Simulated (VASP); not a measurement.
# Sn (R-3m) in VASP: single point with LDA

Aim: the single point of Sn with LDA.

Everything below comes from runs of VASP 6.6.1. Logs are shortened: lines on timing, memory, paths and dates and some standing lists are left out, and cuts for length are marked.

### Step 1. The cell of the first run

Symmetry: R-3m, No. 166, trigonal system. Conventional cell: a = 4.083 Å, b = 4.083 Å, c = 24.984 Å, α = 90.00°, β = 90.00°, γ = 120.00°. Within 3.7 Å of Sn (site symmetry 3m) lie 4 Sn at 2.82 to 2.92 Å. Within 3.8 Å of Sn (site symmetry 3m) lie 7 Sn at 2.92 to 3.79 Å.

### Step 2. Single point, LDA

INCAR reads:

```
SYSTEM = Sn
PREC = Accurate
ENCUT = 520
EDIFF = 1E-7
ISMEAR = 0
SIGMA = 0.1
LREAL = .False.
LASPH = .True.
NELM = 100
ALGO = Fast
ISIF = 2
LWAVE = .False.
LCHARG = .True.
GGA = CA
LELF = .True.
LVHAR = .True.
NBANDS = 36
```

KPOINTS reads:

```
regular mesh
0
Gamma
  12 12 12
  0 0 0
```

POSCAR reads:

```
Sn
1.0
    2.0414580929      1.1786363795      8.3281445879
   -2.0414580929      1.1786363795      8.3281445879
    0.0000000000     -2.3572727589      8.3281445879
Sn
4
Direct
    0.9435989467      0.9435989467      0.9435989467
    0.2081681848      0.2081681848      0.2081681848
    0.7918318152      0.7918318152      0.7918318152
    0.0564010533      0.0564010533      0.0564010533
```

Potentials or basis: VASP PAW LDA potentials, release 64 (Sn_d).

Command:

```
cat potpaw_LDA.64/Sn_d/POTCAR > POTCAR
mpirun -np 1 vasp_std > vasp.out
```

OUTCAR:

```text
SYSTEM = Sn
   PREC = Accurate
   ENCUT = 520
   EDIFF = 1E-7
   ISMEAR = 0
   LREAL = .False.
   LASPH = .True.
   NELM = 100
   ISIF = 2
   GGA = CA

 ion  position               nearest neighbor table
   1  0.944  0.944  0.944-   4 2.82   2 2.92   2 2.92   2 2.92
   2  0.208  0.208  0.208-   1 2.92   1 2.92   1 2.92   3 3.14   3 3.14   3 3.14
   3  0.792  0.792  0.792-   4 2.92   4 2.92   4 2.92   2 3.14   2 3.14   2 3.14
   4  0.056  0.056  0.056-   1 2.82   3 2.92   3 2.92   3 2.92

  LATTYP: Found a trigonal (rhomboedric) cell.
 ALAT       =     8.6553294066
 COS(alpha) =     0.8887388020

  Lattice vectors:

 A1 = (   2.0414580929,   1.1786363795,   8.3281445879)
 A2 = (  -2.0414580929,   1.1786363795,   8.3281445879)
 A3 = (   0.0000000000,  -2.3572727589,   8.3281445879)

Analysis of symmetry for initial positions (statically):
=====================================================================
 Subroutine PRICEL returns:
 Original cell was already a primitive cell.

 Routine SETGRP: Setting up the symmetry group for a
 trigonal (rhombohedral) supercell.

 Subroutine GETGRP returns: Found 12 space group operations
 (whereof 12 operations were pure point group operations)
 out of a pool of 12 trial point group operations.

The static configuration has the point symmetry D_3d.

Analysis of symmetry for dynamics (positions and initial velocities):
=====================================================================
 Subroutine PRICEL returns:
 Original cell was already a primitive cell.

 Routine SETGRP: Setting up the symmetry group for a
 trigonal (rhombohedral) supercell.

 Subroutine GETGRP returns: Found 12 space group operations
 (whereof 12 operations were pure point group operations)
 out of a pool of 12 trial point group operations.

The dynamic configuration has the point symmetry D_3d.

 Subroutine INISYM returns: Found 12 space group operations
 (whereof 12 operations are pure point group operations),
 and found     1 'primitive' translations

----------------------------------------------------------------------------------------

                                     Primitive cell

  volume of cell :     120.2319

  direct lattice vectors                    reciprocal lattice vectors
     2.041458093  1.178636380  8.328144588     0.244922980  0.141406349  0.040024921
    -2.041458093  1.178636380  8.328144588    -0.244922980  0.141406349  0.040024921
     0.000000000 -2.357272759  8.328144588     0.000000000 -0.282812697  0.040024921

  length of vectors
     8.655329407  8.655329407  8.655329407     0.285630909  0.285630909  0.285630909

  position of ions in fractional coordinates (direct lattice)
     0.943598947  0.943598947  0.943598947
     0.208168185  0.208168185  0.208168185
     0.791831815  0.791831815  0.791831815
     0.056401053  0.056401053  0.056401053

  ion indices of the primitive-cell ions
   primitive index   ion index
                 1           1
                 2           2
                 3           3
                 4           4

----------------------------------------------------------------------------------------

 KPOINTS: regular mesh

Automatic generation of k-mesh.
 Grid dimensions read from file:
 generate k-points for:   12   12   12

 Generating k-lattice:

  Cartesian coordinates                     Fractional coordinates (reciprocal lattice)
     0.020410248  0.011783862  0.003335410     0.083333333 -0.000000000 -0.000000000
    -0.020410248  0.011783862  0.003335410    -0.000000000  0.083333333 -0.000000000
     0.000000000 -0.023567725  0.003335410    -0.000000000 -0.000000000  0.083333333

  Length of vectors
     0.023802576  0.023802576  0.023802576

  Shift w.r.t. Gamma in fractional coordinates (k-lattice)
     0.000000000  0.000000000  0.000000000

 Subroutine IBZKPT returns following result:
 ===========================================

 Found    189 irreducible k-points:

 Following reciprocal coordinates:
            Coordinates               Weight
  0.000000  0.000000  0.000000      1.000000
  0.083333 -0.000000  0.000000      6.000000
  0.166667 -0.000000  0.000000      6.000000
  0.250000  0.000000  0.000000      6.000000
  0.333333 -0.000000  0.000000      6.000000
  0.416667  0.000000  0.000000      6.000000
[... 16 lines left out ...]
  0.500000  0.166667  0.000000     12.000000
 -0.416667  0.166667  0.000000     12.000000
 [... further k-points ...]
   k-points           NKPTS =    189   k-points in BZ     NKDIM =    189   number of bands    NBANDS=     36
   number of dos      NEDOS =    301   number of ions     NIONS =      4
   total plane-waves  NPLWV = 262144
   dimension x,y,z NGX =    64 NGY =   64 NGZ =   64
   dimension x,y,z NGXF=   128 NGYF=  128 NGZF=  128
   ions per type =               4
   NGX,Y,Z   is equivalent  to a cutoff of  12.29, 12.29, 12.29 a.u.
   NGXF,Y,Z  is equivalent  to a cutoff of  24.59, 24.59, 24.59 a.u.
 SYSTEM =  Sn
   PREC   = accura    normal or accurate (medium, high low for compatibility)
   ISTART =      0    job   : 0-new  1-cont  2-samecut
   ICHARG =      2    charge: 1-file 2-atom 10-const
   ISPIN  =      1    spin polarized calculation?
   LNONCOLLINEAR =      F non collinear calculations
   LSORBIT =      F    spin-orbit coupling
   LASPH  =      T    aspherical Exc in radial PAW
   ENCUT  =  520.0 eV  38.22 Ry    6.18 a.u.  16.09 16.09 16.09*2*pi/ulx,y,z
   NELM   =    100;   NELMIN=  2; NELMDL= -5     # of ELM steps
   EDIFF  = 0.1E-06   stopping-criterion for ELM
   LREAL  =      F    real-space projection
   EDIFFG = 0.1E-05   stopping-criterion for IOM
   NSW    =      0    number of steps for IOM
   IBRION =     -1    ionic relax: 0-MD 1-quasi-New 2-CG
   NFREE  =      0    steps in history (QN), initial steepest desc. (CG)
   ISIF   =      2    stress and relaxation
   ISYM   =      2    0-nonsym 1-usesym 2-fastsym
   POTIM  = 0.5000    time-step for ionic-motion
   TEBEG  =    0.0;   TEEND  =   0.0 temperature during run
   PSTRESS=    0.0 pullay stress
   NELECT =      56.0000    total number of electrons
   NUPDOWN=      -1.0000    fix difference up-down
   EMIN   =  10.00;   EMAX   =-10.00  energy-range for DOS
   EFERMI =   0.00;   METHOD = LEGACY
   ISMEAR =     0;   SIGMA  =   0.10  broadening in eV -4-tet -1-fermi 0-gaus
   EFERMI_NEDOS =   21; number of points for ismear=-14 and -15
   IALGO  =     68    algorithm
   IMIX   =      4    mixing-type and parameters
     AMIX     =   0.40;   BMIX     =  1.00
     AMIX_MAG =   1.60;   BMIX_MAG =  1.00
  volume/ion in A,a.u.               =      30.06       202.84
  Fermi-wavevector in a.u.,A,eV,Ry     =   1.269008  2.398077 21.910555  1.610380
  Thomas-Fermi vector in A             =   2.402072
   LORBIT       =      0    0 simple, 1 ext, 2 COOP (PROOUT), +10 PAW based schemes
   GGA     = CA    functional components
   LHFCALC =     F    Hartree Fock is set to
   AEXX    =    0.0000 exact exchange contribution
   IVDW    =     0    specifies the selected vdW correction
   LEPSILON=     F    determine dielectric tensor
   LRPA    =     F    only Hartree local field effects (RPA)
 non-spin polarized calculation
 RMM-DIIS sequential band-by-band and
 Gauss-broadening in eV      SIGMA  =   0.10
  energy-cutoff  :      520.00
  volume of cell :      120.23
 maximum number of plane-waves:      3266
   NGX = 33   NGY = 33   NGZ = 33

 number of electron      55.9999999 magnetization

 Free energy of the ion-electron system (eV)
  ---------------------------------------------------
  ext. energy  EPLUGINS =         0.00000000
  ---------------------------------------------------
  free energy    TOTEN  =       -17.19773834 eV

  energy without entropy =      -17.18874717  energy(sigma->0) =      -17.19324275

 E-fermi :   6.4498     XC(G=0):  -9.9456

 val. band max:        6.4440758335   @ k =   0.3333   0.2500   0.1667
 cond. band min:       6.4528786688   @ k =  -0.0833   0.0833   0.0833
 fundamental gap:      0.0088028352
 Fermi energy:         6.4498128308

 k-point     1 :       0.0000    0.0000    0.0000
  band No.  band energies     occupation
      1     -15.0333      2.00000
      2     -15.0333      2.00000
      3     -15.0051      2.00000
      4     -14.9845      2.00000
      5     -14.9845      2.00000
      6     -14.8878      2.00000
[... 28 lines left out ...]
     35      10.8135      0.00000
     36      12.5541      0.00000

 k-point     2 :       0.0833   -0.0000    0.0000
  band No.  band energies     occupation
      1     -15.0313      2.00000
      2     -15.0272      2.00000
      3     -15.0035      2.00000
      4     -14.9834      2.00000
      5     -14.9804      2.00000
      6     -14.8877      2.00000
[... 28 lines left out ...]
     35      10.9048      0.00000
     36      12.1829      0.00000

 k-point     3 :       0.1667   -0.0000    0.0000
  band No.  band energies     occupation
      1     -15.0258      2.00000
      2     -15.0109      2.00000
      3     -14.9978      2.00000
      4     -14.9808      2.00000
      5     -14.9686      2.00000
      6     -14.8876      2.00000
[... 28 lines left out ...]
     35      11.1484      0.00000
     36      12.2305      0.00000

 k-point     4 :       0.2500    0.0000    0.0000
  band No.  band energies     occupation
      1     -15.0179      2.00000
      2     -14.9995      2.00000
      3     -14.9781      2.00000
      4     -14.9755      2.00000
      5     -14.9499      2.00000
      6     -14.8897      2.00000
[... 28 lines left out ...]
     35      11.5030      0.00000
     36      12.9944      0.00000

 k-point     5 :       0.3333   -0.0000    0.0000
  band No.  band energies     occupation
      1     -15.0092      2.00000
      2     -14.9947      2.00000
      3     -14.9766      2.00000
      4     -14.9421      2.00000
      5     -14.9248      2.00000
      6     -14.8937      2.00000
[... 655 lines left out ...]
 k-point    22 :       0.4167    0.1667    0.0000
  band No.  band energies     occupation
      1     -15.0071      2.00000
      2     -14.9955      2.00000
      3     -14.9829      2.00000
      4     -14.9226      2.00000
      5     -14.9044      2.00000
      6     -14.8799      2.00000
[... 28 lines left out ...]
     35      11.8131      0.00000
     36      12.3503      0.00000

 k-point    23 :       0.5000    0.1667    0.0000
  band No.  band energies     occupation
      1     -15.0026      2.00000
      2     -14.9917      2.00000
      3     -14.9823      2.00000
      4     -14.8949      2.00000
      5     -14.8832      2.00000
      6     -14.8702      2.00000
[... 28 lines left out ...]
     35      11.5130      0.00000
     36      11.8026      0.00000

 k-point    24 :      -0.4167    0.1667    0.0000
  band No.  band energies     occupation
      1     -14.9984      2.00000
      2     -14.9891      2.00000
      3     -14.9846      2.00000
      4     -14.8930      2.00000
      5     -14.8762      2.00000
      6     -14.8508      2.00000
[... 28 lines left out ...]
     35      11.5114      0.00000
     36      12.0163      0.00000

 [... further k-points ...]
[... 5 lines left out ...]
  --------------------------------------------------------------------------------------
  -------------------------------------------------------------------------------------
  Total       -0.0054575     -0.0054575     -0.0254662      0.0000000     -0.0000000      0.0000000
  in kB       -0.0727256     -0.0727256     -0.3393555      0.0000000     -0.0000000      0.0000000
  external PRESSURE =      -0.1616022 kB  Pullay stress =       0.0000000 kB

 VOLUME and BASIS-vectors are now :
 -----------------------------------------------------------------------------
  energy-cutoff  :      520.00
  volume of cell :      120.23
      direct lattice vectors                 reciprocal lattice vectors
     2.041458093  1.178636380  8.328144588     0.244922980  0.141406349  0.040024921
    -2.041458093  1.178636380  8.328144588    -0.244922980  0.141406349  0.040024921
     0.000000000 -2.357272759  8.328144588     0.000000000 -0.282812697  0.040024921

 POSITION                                       TOTAL-FORCE (eV/Angst)
 -----------------------------------------------------------------------------------
      0.00000      0.00000     23.57529         0.000000      0.000000      0.003963
      0.00000      0.00000      5.20096         0.000000      0.000000      0.001162
      0.00000      0.00000     19.78347         0.000000     -0.000000     -0.001162
      0.00000      0.00000      1.40915         0.000000     -0.000000     -0.003963
 -----------------------------------------------------------------------------------
    total drift:                                0.000000      0.000000      0.000000

  FREE ENERGIE OF THE ION-ELECTRON SYSTEM (eV)
  ---------------------------------------------------
  free  energy   TOTEN  =       -17.1977383416 eV

  energy  without entropy=      -17.1887471657  energy(sigma->0) =      -17.19324275
```

It took 25 min on 1 thread of Intel Xeon Platinum 8559C (Emerald Rapids), shared host; peak memory 0.78 GiB.

What came out:

```yaml
Free_energy: -17.1977 eV
Pressure: 0.0 GPa
Largest_force: 0.004 eV/Å
Band_gap_on_the_k_mesh: zero (band 28 reaches 8.68 eV, above the bottom of band 29 at 5.65 eV)
```

Forces on the atoms (eV/Å):
```
Sn   0.000  0.000  0.004
Sn   0.000  0.000  0.001
Sn   0.000  0.000 -0.001
Sn   0.000  0.000 -0.004
```

Levels at points of the mesh, in eV from the Fermi level:
```tsv
k point	band 26	band 27	band 28	band 29	band 30	band 31
(0.00, 0.00, 0.00)	0.91	0.91	1.45	1.45	3.11	3.42
(0.50, 0.00, 0.00)	-2.08	-1.03	-0.36	-0.24	-0.15	2.72
(0.50, 0.50, 0.00)	-3.22	-1.32	-0.43	0.52	0.97	1.61
(0.50, 0.50, 0.50)	0.60	1.38	2.23	2.23	2.33	3.17
```

Caveat: spin-orbit coupling is left out, which moves the levels of the heavy elements.
